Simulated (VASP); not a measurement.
# CoPdO2 (R-3m) in VASP: further runs, part 2 of 2

VASP 6.6.1.

### 3 Single point, PBE, collinear spin, ferromagnetic start

Contents of INCAR:

```
ALGO     = Normal         # electronic algorithm
EDIFF    = 1E-6           # SCF threshold, eV
ENCUT    = 520            # plane-wave cutoff, eV
GGA      = PE             # functional
ISIF     = 2              # what is computed and relaxed
ISMEAR   = -1             # smearing method
ISPIN    = 2              # spin polarisation
LASPH    = True           # aspherical terms in the spheres
LCHARG   = False          # write CHGCAR
LMAXMIX  = 4              # l up to which the mixer works
LORBIT   = 11             # projections on sites
LREAL    = False          # projectors in reciprocal space
LWAVE    = False          # write WAVECAR
MAGMOM   = 0 4 0 0        # initial moments
NBANDS   = 28             # bands
NELM     = 150            # most SCF steps
NUPDOWN  = 4.0            # fixed moment
PREC     = Accurate       # precision mode
SIGMA    = 0.05           # smearing width, eV
```

Contents of KPOINTS:

```
k-points
0
Gamma
  9 9 9
```

Contents of POSCAR:

```
CoPdO2
1.0
    1.4316899074      0.8265865534      5.9577715763
   -1.4316899074      0.8265865534      5.9577715763
    0.0000000000     -1.6531731068      5.9577715763
Pd Co O
1 1 2
Direct
    0.0000000000      0.0000000000      0.0000000000
    0.5000000000      0.5000000000      0.5000000000
    0.1124760000      0.1124760000      0.1124760000
    0.8875240000      0.8875240000      0.8875240000
```

Potentials or basis: VASP PAW PBE potentials, release 64 (Pd, Co, O).

Command:

```bash
$ cat potpaw_PBE.64/Pd/POTCAR potpaw_PBE.64/Co/POTCAR potpaw_PBE.64/O/POTCAR > POTCAR
$ mpirun -np 1 vasp_std > vasp.out
```

OUTCAR:

```text
EDIFF = 1E-6
   ENCUT = 520
   GGA = PE
   ISIF = 2
   ISMEAR = -1
   ISPIN = 2
   LASPH = True
   LORBIT = 11
   LREAL = False
   NELM = 150
   NUPDOWN = 4.0
   PREC = Accurate

 ion  position               nearest neighbor table
   1  0.000  0.000  0.000-   3 2.01   4 2.01
   2  0.500  0.500  0.500-   3 1.92   4 1.92   3 1.92   3 1.92   4 1.92   4 1.92
   3  0.112  0.112  0.112-   2 1.92   2 1.92   2 1.92   1 2.01
   4  0.888  0.888  0.888-   2 1.92   2 1.92   2 1.92   1 2.01

  LATTYP: Found a trigonal (rhomboedric) cell.
 ALAT       =     6.1828814865
 COS(alpha) =     0.8927626487

  Lattice vectors:

 A1 = (   1.4316899074,   0.8265865534,   5.9577715763)
 A2 = (  -1.4316899074,   0.8265865534,   5.9577715763)
 A3 = (   0.0000000000,  -1.6531731068,   5.9577715763)

Analysis of symmetry for initial positions (statically):
=====================================================================
 Subroutine PRICEL returns:
 Original cell was already a primitive cell.

 Routine SETGRP: Setting up the symmetry group for a
 trigonal (rhombohedral) supercell.

 Subroutine GETGRP returns: Found 12 space group operations
 (whereof 12 operations were pure point group operations)
 out of a pool of 12 trial point group operations.

The static configuration has the point symmetry D_3d.

Analysis of symmetry for dynamics (positions and initial velocities):
=====================================================================
 Subroutine PRICEL returns:
 Original cell was already a primitive cell.

 Routine SETGRP: Setting up the symmetry group for a
 trigonal (rhombohedral) supercell.

 Subroutine GETGRP returns: Found 12 space group operations
 (whereof 12 operations were pure point group operations)
 out of a pool of 12 trial point group operations.

The dynamic configuration has the point symmetry D_3d.

Analysis of structural, dynamic, and magnetic symmetry:
=====================================================================
 Subroutine PRICEL returns:
 Original cell was already a primitive cell.

 Routine SETGRP: Setting up the symmetry group for a
 trigonal (rhombohedral) supercell.

 Subroutine GETGRP returns: Found 12 space group operations
 (whereof 12 operations were pure point group operations)
 out of a pool of 12 trial point group operations.

The overall configuration has the point symmetry D_3d.

 Subroutine INISYM returns: Found 12 space group operations
 (whereof 12 operations are pure point group operations),
 and found     1 'primitive' translations

----------------------------------------------------------------------------------------

                                     Primitive cell

  volume of cell :      42.3031

  direct lattice vectors                    reciprocal lattice vectors
     1.431689907  0.826586553  5.957771576     0.349237637  0.201632444  0.055949331
    -1.431689907  0.826586553  5.957771576    -0.349237637  0.201632444  0.055949331
     0.000000000 -1.653173107  5.957771576     0.000000000 -0.403264887  0.055949331

  length of vectors
     6.182881487  6.182881487  6.182881487     0.407127618  0.407127618  0.407127618

  position of ions in fractional coordinates (direct lattice)
[... 81 lines left out ...]
   ENCUT  =  520.0 eV  38.22 Ry    6.18 a.u.  11.50 11.50 11.50*2*pi/ulx,y,z
   NELM   =    150;   NELMIN=  2; NELMDL= -5     # of ELM steps
   EDIFF  = 0.1E-05   stopping-criterion for ELM
   LREAL  =      F    real-space projection
   EDIFFG = 0.1E-04   stopping-criterion for IOM
   NSW    =      0    number of steps for IOM
   IBRION =     -1    ionic relax: 0-MD 1-quasi-New 2-CG
   NFREE  =      0    steps in history (QN), initial steepest desc. (CG)
   ISIF   =      2    stress and relaxation
   ISYM   =      2    0-nonsym 1-usesym 2-fastsym
   POTIM  = 0.5000    time-step for ionic-motion
   TEBEG  =    0.0;   TEEND  =   0.0 temperature during run
   PSTRESS=    0.0 pullay stress
   NELECT =      31.0000    total number of electrons
   NUPDOWN=       4.0000    fix difference up-down
   EMIN   =  10.00;   EMAX   =-10.00  energy-range for DOS
   EFERMI =   0.00;   METHOD = LEGACY
   ISMEAR =    -1;   SIGMA  =   0.05  broadening in eV -4-tet -1-fermi 0-gaus
   EFERMI_NEDOS =   21; number of points for ismear=-14 and -15
   IALGO  =     38    algorithm
   IMIX   =      4    mixing-type and parameters
     AMIX     =   0.40;   BMIX     =  1.00
     AMIX_MAG =   1.60;   BMIX_MAG =  1.00
  volume/ion in A,a.u.               =      10.58        71.37
  Fermi-wavevector in a.u.,A,eV,Ry     =   1.475949  2.789139 29.639266  2.178425
  Thomas-Fermi vector in A             =   2.590535
   LORBIT       =     11    0 simple, 1 ext, 2 COOP (PROOUT), +10 PAW based schemes
   GGA     = PE    functional components
   LHFCALC =     F    Hartree Fock is set to
   AEXX    =    0.0000 exact exchange contribution
   IVDW    =     0    specifies the selected vdW correction
   LEPSILON=     F    determine dielectric tensor
   LRPA    =     F    only Hartree local field effects (RPA)
 spin polarized calculation
  energy-cutoff  :      520.00
  volume of cell :       42.30
 maximum number of plane-waves:      1168
 NGX is ok and might be reduce to    48
   NGX = 23   NGY = 23   NGZ = 23

 number of electron      31.0000000 magnetization       3.9999999

 Free energy of the ion-electron system (eV)
  ---------------------------------------------------
  ext. energy  EPLUGINS =         0.00000000
  ---------------------------------------------------
  free energy    TOTEN  =       -23.98203847 eV

  energy without entropy =      -23.94056584  energy(sigma->0) =      -23.96130215

 E-fermi :   7.0792     XC(G=0): -12.3140

 val. band max:        8.1029969150   @ k =  -0.4444  -0.4444   0.2222
 cond. band min:       7.0803641243   @ k =   0.2222   0.1111   0.1111
 fundamental gap:     -1.0226327907
 Fermi energy:         8.1040707771

 spin component 1

 k-point     1 :       0.0000    0.0000    0.0000
  band No.  band energies     occupation
      1     -13.3098      1.00000
      2     -11.4189      1.00000
      3      -1.0567      1.00000
      4       0.6408      1.00000
      5       0.6408      1.00000
      6       2.4975      1.00000
[... 709 lines left out ...]
     26      22.7904      0.00000
     27      24.4915      0.00000

 [... further k-points ...]

 spin component 2

 k-point     1 :       0.0000    0.0000    0.0000
  band No.  band energies     occupation
      1     -12.7330      1.00000
      2     -10.7952      1.00000
      3      -0.4640      1.00000
      4       2.1655      1.00000
      5       2.1655      1.00000
      6       2.8305      1.00000
[... 709 lines left out ...]
     26      23.2913      0.00000
     27      24.8508      0.00000

 [... further k-points ...]

 [bands above 27 left out]

------------------------ aborting loop because EDIFF is reached ----------------------------------------

  FORCE on cell =-STRESS in cart. coord.  units (eV):
  Direction    XX          YY          ZZ          XY          YZ          ZX
  --------------------------------------------------------------------------------------
  -------------------------------------------------------------------------------------
  Total        5.0190423      5.0190423      5.3911934      0.0000000      0.0000000     -0.0000000
  in kB      190.0898996    190.0898996    204.1846542      0.0000000      0.0000000     -0.0000000
  external PRESSURE =     194.7881511 kB  Pullay stress =       0.0000000 kB

 VOLUME and BASIS-vectors are now :
 -----------------------------------------------------------------------------
  energy-cutoff  :      520.00
  volume of cell :       42.30
      direct lattice vectors                 reciprocal lattice vectors
     1.431689907  0.826586553  5.957771576     0.349237637  0.201632444  0.055949331
    -1.431689907  0.826586553  5.957771576    -0.349237637  0.201632444  0.055949331
     0.000000000 -1.653173107  5.957771576     0.000000000 -0.403264887  0.055949331

 POSITION                                       TOTAL-FORCE (eV/Angst)
 -----------------------------------------------------------------------------------
      0.00000      0.00000      0.00000         0.000000      0.000000     -0.000000
      0.00000      0.00000      8.93666         0.000000     -0.000000     -0.000000
      0.00000      0.00000      2.01032         0.000000     -0.000000     -2.272589
      0.00000      0.00000     15.86300         0.000000      0.000000      2.272589
 -----------------------------------------------------------------------------------
    total drift:                                0.000000      0.000000     -0.000000

  FREE ENERGIE OF THE ION-ELECTRON SYSTEM (eV)
  ---------------------------------------------------
  free  energy   TOTEN  =       -23.9820384725 eV

  energy  without entropy=      -23.9405658354  energy(sigma->0) =      -23.96130215

 total charge

# of ion       s       p       d       tot
------------------------------------------
    1        0.459   0.452   8.426   9.337
    2        0.432   0.657   7.125   8.214
    3        1.571   3.464   0.000   5.035
    4        1.571   3.464   0.000   5.035
--------------------------------------------------
tot          4.032   8.038  15.551  27.621

 magnetization (x)

# of ion       s       p       d       tot
------------------------------------------
    1        0.029   0.025   0.431   0.485
    2        0.010   0.027   2.674   2.711
    3        0.026   0.314   0.000   0.339
    4        0.026   0.314   0.000   0.339
--------------------------------------------------
tot          0.090   0.679   3.105   3.874
```

It took 16 min on 1 thread of Intel Xeon Platinum 8259CL at 2.50GHz (Skylake/Cascade Lake), shared host; peak memory 0.5 GiB.

What came out:

```
Free energy                                           : -23.9820 eV
Pressure                                              : 19.5 GPa
Largest force                                         : 2.273 eV/Å
Net moment                                            : 4.00 μB per cell
Site moments                                          : Pd +0.48; Co +2.71; O +0.34 μB
Valence electrons inside the program's atomic spheres : Pd 9.34; Co 8.21; O 5.04
```

Forces in eV/Å, atoms in the order of the input:
```
Pd   0.000  0.000  0.000
Co   0.000  0.000  0.000
O    0.000  0.000 -2.273
O    0.000  0.000  2.273
```

Stress tensor (GPa, compression positive):
```
19.01  0.00  0.00
 0.00 19.01  0.00
 0.00  0.00 20.42
```

Caveat: the total moment is fixed, so each spin has its own Fermi level; a cell with one magnetic atom can't hold antiferromagnetic order, which such compounds often take; forces of over 1 eV/Å act on the atoms, so gaps and moduli don't describe the material at rest.

### 4 Single point, PBE, collinear spin, ferromagnetic start (volume scaled by 1.06)

Contents of INCAR:

```
  PREC = Accurate
  ENCUT = 520
  EDIFF = 1E-6
  ISMEAR = -1
  SIGMA = 0.05
  LREAL = F
  LASPH = T
  NELM = 150
  ALGO = Normal
  ISIF = 2
  LWAVE = F
  LCHARG = F
  ISPIN = 2
  MAGMOM = 0 2 0 0
  LORBIT = 11
  LMAXMIX = 4
  GGA = PE
  NBANDS = 28
```

Contents of KPOINTS:

```
regular mesh
0
Gamma
  11 11 11
```

Contents of POSCAR:

```
CoPdO2
1.0
    1.4597693873      0.8427982487      6.0746202923
   -1.4597693873      0.8427982487      6.0746202923
    0.0000000000     -1.6855964974      6.0746202923
Pd Co O
1 1 2
Direct
    0.0000000000      0.0000000000      0.0000000000
    0.5000000000      0.5000000000      0.5000000000
    0.1124760000      0.1124760000      0.1124760000
    0.8875240000      0.8875240000      0.8875240000
```

Command:

```bash
$ cat potpaw_PBE.64/Pd/POTCAR potpaw_PBE.64/Co/POTCAR potpaw_PBE.64/O/POTCAR > POTCAR
$ mpirun -np 1 vasp_std > vasp.out
```

It took 33 min on 1 thread of Oxide Virtual Turin-like, shared host; peak memory 0.58 GiB.

Results (log left out):

| Property | Result |
| --- | --- |
| Free energy | -25.5112 eV |
| Pressure | -11.5 GPa |
| Largest force | 0.282 eV/Å |
| Net moment | 0.00 μB per cell |
| Valence electrons inside the program's atomic spheres | Pd 9.24; Co 8.20; O 4.95 |

Forces on the atoms (eV/Å):
```
Pd   0.000  0.000  0.000
Co   0.000  0.000  0.000
O    0.000  0.000  0.282
O    0.000  0.000 -0.282
```

Stress tensor (GPa, compression positive):
```
-10.32   0.00   0.00
  0.00 -10.32   0.00
  0.00   0.00 -13.75
```

Levels at points of the mesh, in eV from the Fermi level:
Spin up:
```csv
k point,band 13,band 14,band 15,band 16,band 17,band 18,band 19,band 20
"(0.00, 0.00, 0.00)",-1.41,-1.20,-1.20,-0.79,1.98,1.98,2.68,6.47
```
Spin down:
| k point | band 13 | band 14 | band 15 | band 16 | band 17 | band 18 | band 19 | band 20 |
| --- | --- | --- | --- | --- | --- | --- | --- | --- |
| (0.00, 0.00, 0.00) | -1.41 | -1.20 | -1.20 | -0.79 | 1.98 | 1.98 | 2.68 | 6.47 |

Caveat: the starting moments collapsed, and a magnetic state may lie lower; semilocal functionals often make such compounds metallic where correlation or magnetic order opens a gap, which also shifts bond lengths.
